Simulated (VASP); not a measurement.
# KI (Pm-3m) in VASP: a series of runs

KI is run at these levels: PBEsol; tasks: single point.

Everything below comes from runs of VASP 6.6.1. Logs are shortened: lines on timing, memory, paths and dates and some standing lists are left out, and cuts for length are marked.

## Step 1: The cell of the first run

Symmetry: Pm-3m, No. 221, cubic system. Conventional cell: a = 3.948 Å, b = 3.948 Å, c = 3.948 Å, α = 90.00°, β = 90.00°, γ = 90.00°. Within 4.5 Å of K (site symmetry m-3m) lie 8 I at 3.42 Å and 6 K at 3.95 Å. I (site symmetry m-3m) has 8 K at 3.42 Å and 6 I at 3.95 Å within 4.5 Å.

## Step 2: Single point, PBEsol (strain -0.080 along x and y, -0.080 along z)

INCAR reads:

```
SYSTEM = KI
PREC     = Accurate       ! precision mode
ENCUT    = 520            ! plane-wave cutoff, eV
EDIFF    = 1E-6           ! SCF threshold, eV
ISMEAR   = 0              ! smearing method
SIGMA    = 0.05           ! smearing width, eV
LREAL    = .False.        ! projectors in reciprocal space
LASPH    = .True.         ! aspherical terms in the spheres
NELM     = 100            ! most SCF steps
ALGO     = Normal         ! electronic algorithm
ISIF     = 2              ! what is computed and relaxed
LWAVE    = .False.        ! write WAVECAR
LCHARG   = .True.         ! write CHGCAR
GGA      = PS             ! functional
LELF     = .True.         ! ELF
LVHAR    = .True.       
NBANDS   = 15             ! bands
```

KPOINTS reads:

```
Automatic mesh
0
Gamma
  6 6 6
  0 0 0
```

POSCAR reads:

```
KI
1.0
    3.9479009272      0.0000000000      0.0000000000
    0.0000000000      3.9479009272      0.0000000000
    0.0000000000      0.0000000000      3.9479009272
K I
1 1
Direct
    0.0000000000      0.0000000000      0.0000000000
    0.5000000000      0.5000000000      0.5000000000
```

Potentials or basis: VASP PAW PBE potentials, release 64 (K_sv, I).

Launch:

```bash
cat potpaw_PBE.64/K_sv/POTCAR potpaw_PBE.64/I/POTCAR > POTCAR
mpirun -np 1 vasp_std > vasp.out
```

OUTCAR:

```text
SYSTEM = KI
   PREC = Accurate
   ENCUT = 520
   EDIFF = 1E-6
   ISMEAR = 0
   LREAL = .False.
   LASPH = .True.
   NELM = 100
   ISIF = 2
   GGA = PS

 ion  position               nearest neighbor table
   1  0.000  0.000  0.000-   2 3.42   2 3.42   2 3.42   2 3.42   2 3.42   2 3.42   2 3.42   2 3.42

   2  0.500  0.500  0.500-   1 3.42   1 3.42   1 3.42   1 3.42   1 3.42   1 3.42   1 3.42   1 3.42

  LATTYP: Found a simple cubic cell.
 ALAT       =     3.9479009272

  Lattice vectors:

 A1 = (   3.9479009272,   0.0000000000,   0.0000000000)
 A2 = (   0.0000000000,   3.9479009272,   0.0000000000)
 A3 = (   0.0000000000,   0.0000000000,   3.9479009272)

Analysis of symmetry for initial positions (statically):
=====================================================================
 Subroutine PRICEL returns:
 Original cell was already a primitive cell.

 Routine SETGRP: Setting up the symmetry group for a
 simple cubic supercell.

 Subroutine GETGRP returns: Found 48 space group operations
[... 9 lines left out ...]

 Routine SETGRP: Setting up the symmetry group for a
 simple cubic supercell.

 Subroutine GETGRP returns: Found 48 space group operations
[... 11 lines left out ...]
                                     Primitive cell

  volume of cell :      61.5317

  direct lattice vectors                    reciprocal lattice vectors
     3.947900927  0.000000000  0.000000000     0.253299163  0.000000000  0.000000000
     0.000000000  3.947900927  0.000000000     0.000000000  0.253299163  0.000000000
     0.000000000  0.000000000  3.947900927     0.000000000  0.000000000  0.253299163

  length of vectors
     3.947900927  3.947900927  3.947900927     0.253299163  0.253299163  0.253299163

  position of ions in fractional coordinates (direct lattice)
     0.000000000  0.000000000  0.000000000
     0.500000000  0.500000000  0.500000000

  ion indices of the primitive-cell ions
   primitive index   ion index
                 1           1
                 2           2

----------------------------------------------------------------------------------------

 KPOINTS: Automatic mesh

Automatic generation of k-mesh.
 Grid dimensions read from file:
 generate k-points for:    6    6    6

 Generating k-lattice:

  Cartesian coordinates                     Fractional coordinates (reciprocal lattice)
     0.042216527  0.000000000  0.000000000     0.166666667  0.000000000  0.000000000
     0.000000000  0.042216527  0.000000000     0.000000000  0.166666667  0.000000000
[... 60 lines left out ...]
   ISYM   =      2    0-nonsym 1-usesym 2-fastsym
   POTIM  = 0.5000    time-step for ionic-motion
   TEBEG  =    0.0;   TEEND  =   0.0 temperature during run
   PSTRESS=    0.0 pullay stress
   NELECT =      16.0000    total number of electrons
   NUPDOWN=      -1.0000    fix difference up-down
   EMIN   =  10.00;   EMAX   =-10.00  energy-range for DOS
   EFERMI =   0.00;   METHOD = LEGACY
   ISMEAR =     0;   SIGMA  =   0.05  broadening in eV -4-tet -1-fermi 0-gaus
   EFERMI_NEDOS =   21; number of points for ismear=-14 and -15
   IALGO  =     38    algorithm
   IMIX   =      4    mixing-type and parameters
     AMIX     =   0.40;   BMIX     =  1.00
     AMIX_MAG =   1.60;   BMIX_MAG =  1.00
  volume/ion in A,a.u.               =      30.77       207.62
  Fermi-wavevector in a.u.,A,eV,Ry     =   1.044917  1.974607 14.855550  1.091852
  Thomas-Fermi vector in A             =   2.179691
   LORBIT       =      0    0 simple, 1 ext, 2 COOP (PROOUT), +10 PAW based schemes
   GGA     = PS    functional components
   LHFCALC =     F    Hartree Fock is set to
   AEXX    =    0.0000 exact exchange contribution
   IVDW    =     0    specifies the selected vdW correction
   LEPSILON=     F    determine dielectric tensor
   LRPA    =     F    only Hartree local field effects (RPA)
 non-spin polarized calculation
 Gauss-broadening in eV      SIGMA  =   0.05
  energy-cutoff  :      520.00
  volume of cell :       61.53
 maximum number of plane-waves:      1675
 NGX is ok and might be reduce to    30
   NGX = 15   NGY = 15   NGZ = 15

 number of electron      15.9999996 magnetization

 Free energy of the ion-electron system (eV)
  ---------------------------------------------------
  ext. energy  EPLUGINS =         0.00000000
  ---------------------------------------------------
  free energy    TOTEN  =        -5.53977601 eV

  energy without entropy =       -5.53977601  energy(sigma->0) =       -5.53977601

 E-fermi :   2.9666     XC(G=0):  -8.9620

 val. band max:        2.7146559295   @ k =   0.5000   0.5000   0.0000
 cond. band min:       6.1345745036   @ k =   0.5000   0.5000   0.0000
 fundamental gap:      3.4199185741
 Fermi energy:         2.9665921732

 k-point     1 :       0.0000    0.0000    0.0000
  band No.  band energies     occupation
      1     -26.4113      2.00000
      2      -9.9354      2.00000
      3      -9.9354      2.00000
      4      -9.9354      2.00000
      5      -9.3159      2.00000
      6       2.1896      2.00000
      7       2.1896      2.00000
      8       2.1896      2.00000
      9       6.6690      0.00000
     10       6.6700      0.00000
     11       6.6700      0.00000
     12      11.2592      0.00000
     13      11.2592      0.00000
     14      11.2592      0.00000
[... 329 lines left out ...]
      2     -10.0855      2.00000
      3     -10.0855      2.00000
      4     -10.0855      2.00000
      5      -8.2949      2.00000
      6       0.1104      2.00000
      7       0.1104      2.00000
      8       0.1104      2.00000
      9       8.3254      0.00000
     10       8.3254      0.00000
     11       8.3254      0.00000
     12      12.4690      0.00000
     13      12.4690      0.00000
     14      12.4690      0.00000
     15      13.2203      0.00000

------------------------ aborting loop because EDIFF is reached ----------------------------------------

  FORCE on cell =-STRESS in cart. coord.  units (eV):
  Direction    XX          YY          ZZ          XY          YZ          ZX
  --------------------------------------------------------------------------------------
  -------------------------------------------------------------------------------------
  Total        1.9758506      1.9758506      1.9758506     -0.0000000      0.0000000     -0.0000000
  in kB       51.4476971     51.4476971     51.4476971     -0.0000000      0.0000000     -0.0000000
  external PRESSURE =      51.4476971 kB  Pullay stress =       0.0000000 kB

 VOLUME and BASIS-vectors are now :
 -----------------------------------------------------------------------------
  energy-cutoff  :      520.00
  volume of cell :       61.53
      direct lattice vectors                 reciprocal lattice vectors
     3.947900927  0.000000000  0.000000000     0.253299163  0.000000000  0.000000000
     0.000000000  3.947900927  0.000000000     0.000000000  0.253299163  0.000000000
     0.000000000  0.000000000  3.947900927     0.000000000  0.000000000  0.253299163

 POSITION                                       TOTAL-FORCE (eV/Angst)
 -----------------------------------------------------------------------------------
      0.00000      0.00000      0.00000         0.000000      0.000000      0.000000
      1.97395      1.97395      1.97395         0.000000      0.000000      0.000000
 -----------------------------------------------------------------------------------
    total drift:                               -0.000000     -0.000000     -0.000000

  FREE ENERGIE OF THE ION-ELECTRON SYSTEM (eV)
  ---------------------------------------------------
  free  energy   TOTEN  =        -5.5397760064 eV

  energy  without entropy=       -5.5397760064  energy(sigma->0) =       -5.53977601
```

Run time: 17 s. Hardware: 1 thread of AMD EPYC 9R45 (Zen 5), shared host; peak memory 0.13 GiB.

Results:

```
Free energy            : -5.5398 eV
Pressure               : 5.1 GPa
Band gap on the k mesh : 3.42 eV, direct
```

Caveat: the cell differs from its parent crystal (strain -0.080 along x and y, -0.080 along z); the PAW data sets were made with another functional, which shifts forces and pressure a little; spin-orbit coupling is left out, which moves the levels of the heavy elements.

[end of part 1 of 3]
